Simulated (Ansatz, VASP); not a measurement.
**LaP: VASP beside Ansatz**

File INCAR:

```
PREC = Accurate
ENCUT = 520
EDIFF = 1E-7
ISMEAR = -1
SIGMA = 0.05
LREAL = F
LASPH = T
NELM = 60
ALGO = Normal
ISIF = 2
LWAVE = F
LCHARG = T
LELF = T
LVHAR = T
NBANDS = 15
```

KPOINTS

```
regular mesh
0
Gamma
  10 10 10
```

The input POSCAR:

```
LaP
1.0
    0.0000000000      2.4852065184      2.4852065184
    2.4852065184      0.0000000000      2.4852065184
    2.4852065184      2.4852065184      0.0000000000
La P
1 1
Direct
    0.0000000000      0.0000000000      0.0000000000
    0.5000000000      0.5000000000      0.5000000000
```

Input for Ansatz:

```yaml
crystal:
  lattice:
    - [0.0, 2.4852065184, 2.4852065184]
    - [2.4852065184, 0.0, 2.4852065184]
    - [2.4852065184, 2.4852065184, 0.0]
  atoms:
    - { symbol: La, position: [0.0, 0.0, 0.0] }
    - { symbol: P, position: [0.5, 0.5, 0.5] }
kpoints:
  mp_grid: { grid: [10, 10, 10] }
  band_path:
    path:
      - [0.0, 0.0, 0.0]
      - [0.5, 0.0, 0.5]
      - [0.625, 0.25, 0.625]
      - [0.375, 0.375, 0.75]
      - [0.0, 0.0, 0.0]
      - [0.5, 0.5, 0.5]
      - [0.5, 0.25, 0.75]
      - [0.5, 0.0, 0.5]
    npoints: 6
scf:
  occupations: { method: fermi_dirac, width: 0.05 }
hamiltonian:
  xc: lda
  pseudopotentials: { kind: paw }
output:
  forces: true
  stress: true
  eigenvalues: true
  populations: true
  write_density: true
  write_potential: true
  elf: true
  volumetric_format: npy
```

Change from the starting cell: volume scaled by 0.55, PAW files.

Alike in both runs: task single point; functional LDA; k mesh 10 × 10 × 10; occupations fermi-dirac, width 0.05 eV; no spin polarisation.

```csv
,VASP,Ansatz
version,VASP 6.6.1,Ansatz 0.2.0
potentials or method,"VASP PAW LDA potentials, release 64 (La, P)","PAW with Ansatz's default frozen-core files, scalar-relativistic"
plane-wave cutoff (eV),520,420
valence electrons in the cell,16,16
```

|  | VASP | Ansatz | Ansatz less VASP |
| --- | --- | --- | --- |
| pressure (GPa) | 102.8 | 103.1 | +0.25 |

LDA's correlation is that of Perdew and Zunger in VASP and of Perdew and Wang (1992) in Ansatz. Both programs put the cell under a high pressure, so it lies far from rest at this level.

Spin-orbit coupling is off throughout. Noted on VASP's run: the cell as given lies far from equilibrium.
